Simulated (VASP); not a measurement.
Runs of VASP 6.6.1 on SiC. The structure is that of space group P6_3mc (No. 186), or close to it. The cells are those of the table. 

```tsv
level	cell	smearing	gap on the mesh (eV)	pressure (GPa)	largest force (eV/Å)
PBE	a = 3.121, b = 3.087, c = 5.048 Å, angles 90.0, 90.0, 120.4°, 4 atoms	fermi-dirac 0.02 eV	2.29	0.2	0.01
PBE	a = 3.198, b = 3.198, c = 5.017 Å, angles 90.0, 90.0, 120.0°, 4 atoms	fermi-dirac 0.02 eV	2.20	-10.6	0.05
r2SCAN	a = 3.152, b = 3.152, c = 5.028 Å, angles 90.0, 90.0, 120.0°, 4 atoms	gaussian 0.01 eV	(a)	-9.6	-
PBE	a = 3.075, b = 3.075, c = 5.048 Å, angles 90.0, 90.0, 120.0°, 4 atoms	fermi-dirac 0.02 eV	2.27	3.5	-
r2SCAN	a = 3.121, b = 3.087, c = 5.048 Å, angles 90.0, 90.0, 120.4°, 4 atoms	gaussian 0.01 eV	(b)	-3.5	-
r2SCAN	a = 3.014, b = 3.014, c = 4.947 Å, angles 90.0, 90.0, 120.0°, 4 atoms	gaussian 0.01 eV	2.56	15.3	-
r2SCAN	a = 3.075, b = 3.075, c = 5.048 Å, angles 90.0, 90.0, 120.0°, 4 atoms	gaussian 0.01 eV	2.66	-0.2	-
PBE	a = 3.014, b = 3.014, c = 4.947 Å, angles 90.0, 90.0, 120.0°, 4 atoms	fermi-dirac 0.02 eV	2.16	18.9	-
```

Alike in all rows: task single point; potentials or basis VASP PAW PBE potentials, release 64 (Si, C); no spin polarisation; k mesh 12 × 12 × 6; cutoff (eV) 520.

Fill in the values left out.

(a) 2.80; (b) 2.67.

Caveats: the PAW data sets were made with another functional, which shifts forces and pressure a little (some runs).

A k mesh can miss the band edges.
